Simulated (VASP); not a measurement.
# In (P6_3/mmc) in VASP: a series of runs

In is run at these levels: LDA; tasks: single point.

Everything below comes from runs of VASP 6.6.1. Logs are shortened: lines on timing, memory, paths and dates and some standing lists are left out, and cuts for length are marked.

### Step 1. The cell of the first run

The structure is hexagonal, space group P6_3/mmc (No. 194). Conventional cell: a = 3.151 Å, b = 3.151 Å, c = 5.305 Å, α = 90.00°, β = 90.00°, γ = 120.00°. Within 4.1 Å of In (site symmetry -6m2) lie 12 In at 3.15 to 3.22 Å.

This isn't the form of In at room conditions, which is tetragonal.

### Step 2. Single point, LDA

Contents of INCAR:

```
SYSTEM = In
  ALGO = Normal
  EDIFF = 1E-6
  ENCUT = 520
  ISIF = 2
  ISMEAR = -1
  LASPH = .True.
  LCHARG = .False.
  LREAL = .False.
  LWAVE = .False.
  NBANDS = 20
  NELM = 80
  PREC = Accurate
  SIGMA = 0.05
```

Contents of KPOINTS:

```
k-points
0
Gamma
  14 14 8
  0 0 0
```

Contents of POSCAR:

```
In
1.0
    3.1505746814      0.0000000000      0.0000000000
   -1.5752873407      2.7284777106      0.0000000000
    0.0000000000      0.0000000000      5.3046835274
In
2
Direct
    0.3333333333      0.6666666667      0.2500000000
    0.6666666667      0.3333333333      0.7500000000
```

Potentials or basis: VASP PAW LDA potentials, release 64 (In_d).

Started as:

```
$ cat potpaw_LDA.64/In_d/POTCAR > POTCAR
$ mpirun -np 1 vasp_std > vasp.out
```

OUTCAR:

```text
SYSTEM = In
   EDIFF = 1E-6
   ENCUT = 520
   ISIF = 2
   ISMEAR = -1
   LASPH = .True.
   LREAL = .False.
   NELM = 80
   PREC = Accurate

 ion  position               nearest neighbor table
   1  0.333  0.667  0.250-   2 3.22   2 3.22   2 3.22   2 3.22   2 3.22   2 3.22
   2  0.667  0.333  0.750-   1 3.22   1 3.22   1 3.22   1 3.22   1 3.22   1 3.22

  LATTYP: Found a hexagonal cell.
 ALAT       =     3.1505746814
 C/A-ratio  =     1.6837193413

  Lattice vectors:

 A1 = (   3.1505746814,   0.0000000000,   0.0000000000)
 A2 = (  -1.5752873407,   2.7284777106,   0.0000000000)
 A3 = (   0.0000000000,   0.0000000000,   5.3046835274)

Analysis of symmetry for initial positions (statically):
=====================================================================
 Subroutine PRICEL returns:
 Original cell was already a primitive cell.

 Routine SETGRP: Setting up the symmetry group for a
 hexagonal supercell.

 Subroutine GETGRP returns: Found 24 space group operations
 (whereof 12 operations were pure point group operations)
 out of a pool of 24 trial point group operations.

The static configuration has the point symmetry D_3d.
 The point group associated with its full space group is D_6h.

Analysis of symmetry for dynamics (positions and initial velocities):
=====================================================================
 Subroutine PRICEL returns:
 Original cell was already a primitive cell.

 Routine SETGRP: Setting up the symmetry group for a
 hexagonal supercell.

 Subroutine GETGRP returns: Found 24 space group operations
 (whereof 12 operations were pure point group operations)
 out of a pool of 24 trial point group operations.

The dynamic configuration has the point symmetry D_3d.
 The point group associated with its full space group is D_6h.

 Subroutine INISYM returns: Found 24 space group operations
 (whereof 12 operations are pure point group operations),
 and found     1 'primitive' translations

----------------------------------------------------------------------------------------

                                     Primitive cell

  volume of cell :      45.6005

  direct lattice vectors                    reciprocal lattice vectors
     3.150574681  0.000000000  0.000000000     0.317402411  0.183252367  0.000000000
    -1.575287341  2.728477711  0.000000000     0.000000000  0.366504735  0.000000000
     0.000000000  0.000000000  5.304683527     0.000000000  0.000000000  0.188512660

  length of vectors
     3.150574681  3.150574681  5.304683527     0.366504735  0.366504735  0.188512660

  position of ions in fractional coordinates (direct lattice)
     0.333333333  0.666666667  0.250000000
     0.666666667  0.333333333  0.750000000

  ion indices of the primitive-cell ions
   primitive index   ion index
                 1           1
                 2           2

----------------------------------------------------------------------------------------

 KPOINTS: k-points

Automatic generation of k-mesh.
 Grid dimensions read from file:
 generate k-points for:   14   14    8

 Generating k-lattice:

  Cartesian coordinates                     Fractional coordinates (reciprocal lattice)
     0.022671601  0.013089455  0.000000000     0.071428571  0.000000000  0.000000000
     0.000000000  0.026178910  0.000000000     0.000000000  0.071428571  0.000000000
     0.000000000  0.000000000  0.023564082     0.000000000  0.000000000  0.125000000

  Length of vectors
     0.026178910  0.026178910  0.023564082

  Shift w.r.t. Gamma in fractional coordinates (k-lattice)
     0.000000000  0.000000000  0.000000000

 Subroutine IBZKPT returns following result:
 ===========================================

 Found    120 irreducible k-points:

 Following reciprocal coordinates:
            Coordinates               Weight
  0.000000  0.000000  0.000000      1.000000
  0.071429  0.000000  0.000000      6.000000
  0.142857  0.000000  0.000000      6.000000
  0.214286  0.000000  0.000000      6.000000
  0.285714  0.000000  0.000000      6.000000
  0.357143  0.000000  0.000000      6.000000
[... 16 lines left out ...]
  0.285714  0.285714  0.000000      6.000000
  0.357143  0.285714  0.000000      6.000000
 [... further k-points ...]
   k-points           NKPTS =    120   k-points in BZ     NKDIM =    120   number of bands    NBANDS=     20
   number of dos      NEDOS =    301   number of ions     NIONS =      2
   total plane-waves  NPLWV =  23040
   dimension x,y,z NGX =    24 NGY =   24 NGZ =   40
   dimension x,y,z NGXF=    48 NGYF=   48 NGZF=   80
   ions per type =               2
   NGX,Y,Z   is equivalent  to a cutoff of  12.66, 12.66, 12.54 a.u.
   NGXF,Y,Z  is equivalent  to a cutoff of  25.33, 25.33, 25.07 a.u.
 SYSTEM =  In
   PREC   = accura    normal or accurate (medium, high low for compatibility)
   ISTART =      0    job   : 0-new  1-cont  2-samecut
   ICHARG =      2    charge: 1-file 2-atom 10-const
   ISPIN  =      1    spin polarized calculation?
   LNONCOLLINEAR =      F non collinear calculations
   LSORBIT =      F    spin-orbit coupling
   LASPH  =      T    aspherical Exc in radial PAW
   ENCUT  =  520.0 eV  38.22 Ry    6.18 a.u.   5.86  5.86  9.86*2*pi/ulx,y,z
   NELM   =     80;   NELMIN=  2; NELMDL= -5     # of ELM steps
   EDIFF  = 0.1E-05   stopping-criterion for ELM
   LREAL  =      F    real-space projection
   EDIFFG = 0.1E-04   stopping-criterion for IOM
   NSW    =      0    number of steps for IOM
   IBRION =     -1    ionic relax: 0-MD 1-quasi-New 2-CG
   NFREE  =      0    steps in history (QN), initial steepest desc. (CG)
   ISIF   =      2    stress and relaxation
   ISYM   =      2    0-nonsym 1-usesym 2-fastsym
   POTIM  = 0.5000    time-step for ionic-motion
   TEBEG  =    0.0;   TEEND  =   0.0 temperature during run
   PSTRESS=    0.0 pullay stress
   NELECT =      26.0000    total number of electrons
   NUPDOWN=      -1.0000    fix difference up-down
   EMIN   =  10.00;   EMAX   =-10.00  energy-range for DOS
   EFERMI =   0.00;   METHOD = LEGACY
   ISMEAR =    -1;   SIGMA  =   0.05  broadening in eV -4-tet -1-fermi 0-gaus
   EFERMI_NEDOS =   21; number of points for ismear=-14 and -15
   IALGO  =     38    algorithm
   IMIX   =      4    mixing-type and parameters
     AMIX     =   0.40;   BMIX     =  1.00
     AMIX_MAG =   1.60;   BMIX_MAG =  1.00
  volume/ion in A,a.u.               =      22.80       153.86
  Fermi-wavevector in a.u.,A,eV,Ry     =   1.357509  2.565320 25.073234  1.842831
  Thomas-Fermi vector in A             =   2.484421
   LORBIT       =      0    0 simple, 1 ext, 2 COOP (PROOUT), +10 PAW based schemes
   GGA     = CA    functional components
   LHFCALC =     F    Hartree Fock is set to
   AEXX    =    0.0000 exact exchange contribution
   IVDW    =     0    specifies the selected vdW correction
   LEPSILON=     F    determine dielectric tensor
   LRPA    =     F    only Hartree local field effects (RPA)
 non-spin polarized calculation
  energy-cutoff  :      520.00
  volume of cell :       45.60
 maximum number of plane-waves:      1250
 NGX is ok and might be reduce to    24
   NGX = 11   NGY = 11   NGZ = 19

 number of electron      26.0000003 magnetization

 Free energy of the ion-electron system (eV)
  ---------------------------------------------------
  ext. energy  EPLUGINS =         0.00000000
  ---------------------------------------------------
  free energy    TOTEN  =        -6.35939921 eV

  energy without entropy =       -6.35263162  energy(sigma->0) =       -6.35601542

 E-fermi :   8.9827     XC(G=0): -11.1990

 val. band max:        8.9575017060   @ k =   0.3571   0.0000   0.1250
 cond. band min:       9.0271224420   @ k =   0.4286   0.0000   0.2500
 fundamental gap:      0.0696207359
 Fermi energy:         8.9827336332

 k-point     1 :       0.0000    0.0000    0.0000
  band No.  band energies     occupation
      1      -5.9781      2.00000
      2      -5.8730      2.00000
      3      -5.8076      2.00000
      4      -5.8076      2.00000
      5      -5.7678      2.00000
      6      -5.7678      2.00000
[... 12 lines left out ...]
     19      20.5887      0.00000
     20      21.3508      0.00000

 k-point     2 :       0.0714    0.0000    0.0000
  band No.  band energies     occupation
      1      -5.9641      2.00000
      2      -5.8727      2.00000
      3      -5.8009      2.00000
      4      -5.7851      2.00000
      5      -5.7692      2.00000
      6      -5.7465      2.00000
[... 12 lines left out ...]
     19      21.4876      0.00000
     20      21.7278      0.00000

 k-point     3 :       0.1429    0.0000    0.0000
  band No.  band energies     occupation
      1      -5.9543      2.00000
      2      -5.8609      2.00000
      3      -5.7968      2.00000
      4      -5.7422      2.00000
      5      -5.7216      2.00000
      6      -5.6916      2.00000
[... 12 lines left out ...]
     19      21.0871      0.00000
     20      21.3123      0.00000

 k-point     4 :       0.2143    0.0000    0.0000
  band No.  band energies     occupation
      1      -5.9933      2.00000
      2      -5.8328      2.00000
      3      -5.7930      2.00000
      4      -5.7565      2.00000
      5      -5.7021      2.00000
      6      -5.6644      2.00000
[... 12 lines left out ...]
     19      20.4946      0.00000
     20      21.1661      0.00000

 k-point     5 :       0.2857    0.0000    0.0000
  band No.  band energies     occupation
      1      -6.0492      2.00000
      2      -5.8656      2.00000
      3      -5.8357      2.00000
      4      -5.7349      2.00000
      5      -5.7271      2.00000
      6      -5.5874      2.00000
[... 12 lines left out ...]
     19      19.5723      0.00000
     20      20.7798      0.00000
[... 353 lines left out ...]
      6      -5.6493      2.00000
[... 12 lines left out ...]
     19      16.2367      0.00000
     20      23.0688      0.00000

 k-point    22 :       0.3571    0.2143    0.0000
  band No.  band energies     occupation
      1      -5.9883      2.00000
      2      -5.9437      2.00000
      3      -5.7844      2.00000
      4      -5.7759      2.00000
      5      -5.6866      2.00000
      6      -5.6248      2.00000
[... 12 lines left out ...]
     19      15.9504      0.00000
     20      22.9391      0.00000

 k-point    23 :       0.2857    0.2857    0.0000
  band No.  band energies     occupation
      1      -5.9889      2.00000
      2      -5.8266      2.00000
      3      -5.8260      2.00000
      4      -5.7709      2.00000
      5      -5.6909      2.00000
      6      -5.5989      2.00000
[... 12 lines left out ...]
     19      15.2513      0.00000
     20      25.1393      0.00000

 k-point    24 :       0.3571    0.2857    0.0000
  band No.  band energies     occupation
      1      -5.9992      2.00000
      2      -5.8269      2.00000
      3      -5.7538      2.00000
      4      -5.7531      2.00000
      5      -5.7154      2.00000
      6      -5.6436      2.00000
[... 12 lines left out ...]
     19      14.9462      0.00000
     20      25.2832      0.00000

 [... further k-points ...]

------------------------ aborting loop because EDIFF is reached ----------------------------------------

  FORCE on cell =-STRESS in cart. coord.  units (eV):
  Direction    XX          YY          ZZ          XY          YZ          ZX
  --------------------------------------------------------------------------------------
  -------------------------------------------------------------------------------------
  Total        1.4368680      1.4368680      1.4482728     -0.0000000     -0.0000000      0.0000000
  in kB       50.4844668     50.4844668     50.8851783     -0.0000000     -0.0000000      0.0000000
  external PRESSURE =      50.6180373 kB  Pullay stress =       0.0000000 kB

 VOLUME and BASIS-vectors are now :
 -----------------------------------------------------------------------------
  energy-cutoff  :      520.00
  volume of cell :       45.60
      direct lattice vectors                 reciprocal lattice vectors
     3.150574681  0.000000000  0.000000000     0.317402411  0.183252367  0.000000000
    -1.575287341  2.728477711  0.000000000     0.000000000  0.366504735  0.000000000
     0.000000000  0.000000000  5.304683527     0.000000000  0.000000000  0.188512660

 POSITION                                       TOTAL-FORCE (eV/Angst)
 -----------------------------------------------------------------------------------
     -0.00000      1.81899      1.32617        -0.000000      0.000000      0.000000
      1.57529      0.90949      3.97851         0.000000      0.000000      0.000000
 -----------------------------------------------------------------------------------
    total drift:                               -0.000000      0.000000     -0.000000

  FREE ENERGIE OF THE ION-ELECTRON SYSTEM (eV)
  ---------------------------------------------------
  free  energy   TOTEN  =        -6.3593992108 eV

  energy  without entropy=       -6.3526316228  energy(sigma->0) =       -6.35601542
```

It took 72 s on 1 thread of Intel Xeon 8259CL, shared host; peak memory 0.2 GiB.

What came out:

* Free energy: -6.3594 eV
* Pressure: 5.1 GPa
* Band gap on the k mesh: zero (bands 13 and 14 overlap by 6.95 eV)

Levels at points of the mesh, in eV from the Fermi level:
| k point | band 9 | band 10 | band 11 | band 12 | band 13 | band 14 | band 15 | band 16 | band 17 | band 18 |
| --- | --- | --- | --- | --- | --- | --- | --- | --- | --- | --- |
| (0.00, 0.00, 0.00) | -14.38 | -14.38 | -10.67 | -4.89 | -4.19 | 9.61 | 9.61 | 10.79 | 11.43 | 11.61 |
| (0.50, 0.00, 0.00) | -14.32 | -14.29 | -5.13 | -4.67 | 0.10 | 0.34 | 0.76 | 3.02 | 4.51 | 8.51 |
| (0.00, 0.00, 0.50) | -14.47 | -14.47 | -9.16 | -9.16 | 2.88 | 2.88 | 10.71 | 10.71 | 10.71 | 10.71 |
| (0.50, 0.00, 0.50) | -14.30 | -14.30 | -3.77 | -3.77 | -3.09 | -3.09 | 6.22 | 6.22 | 6.50 | 6.50 |

Caveat: the cell stands under pressure; spin-orbit coupling is left out, which moves the levels of the heavy elements.

### Step 3. Single point, LDA

Contents of INCAR:

```
PREC = Accurate
ENCUT = 520
EDIFF = 1E-7
ISMEAR = -1
SIGMA = 0.05
LREAL = False
LASPH = True
NELM = 80
ALGO = Normal
ISIF = 2
LWAVE = False
LCHARG = True
LELF = True
LVHAR = True
NBANDS = 20
```

Contents of KPOINTS:

```
regular mesh
0
Gamma
  14 14 8
```

POSCAR is that of step 2.

Potentials or basis: VASP PAW LDA potentials, release 64 (In_d).

Started as:

```
$ cat potpaw_LDA.64/In_d/POTCAR > POTCAR
$ mpirun -np 1 vasp_std > vasp.out
```

It took 98 s on 1 thread of Intel Xeon 8259CL, shared host; peak memory 0.2 GiB.

It converged, with:

```
Free energy            : -6.3594 eV
Pressure               : 5.1 GPa
Band gap on the k mesh : zero (bands 13 and 14 overlap by 6.95 eV)
```

Levels at points of the mesh, in eV from the Fermi level:
| k point | band 11 | band 12 | band 13 | band 14 | band 15 | band 16 |
| --- | --- | --- | --- | --- | --- | --- |
| (0.00, 0.00, 0.00) | -10.67 | -4.89 | -4.19 | 9.61 | 9.61 | 10.79 |
| (0.50, 0.00, 0.00) | -5.13 | -4.67 | 0.10 | 0.34 | 0.76 | 3.02 |
| (0.00, 0.00, 0.50) | -9.16 | -9.16 | 2.88 | 2.88 | 10.71 | 10.71 |
| (0.50, 0.00, 0.50) | -3.77 | -3.77 | -3.09 | -3.09 | 6.22 | 6.22 |

Caveat: the cell stands under pressure; spin-orbit coupling is left out, which moves the levels of the heavy elements.

The gap in the log of VASP goes by the Fermi energy; the results here count the filled bands.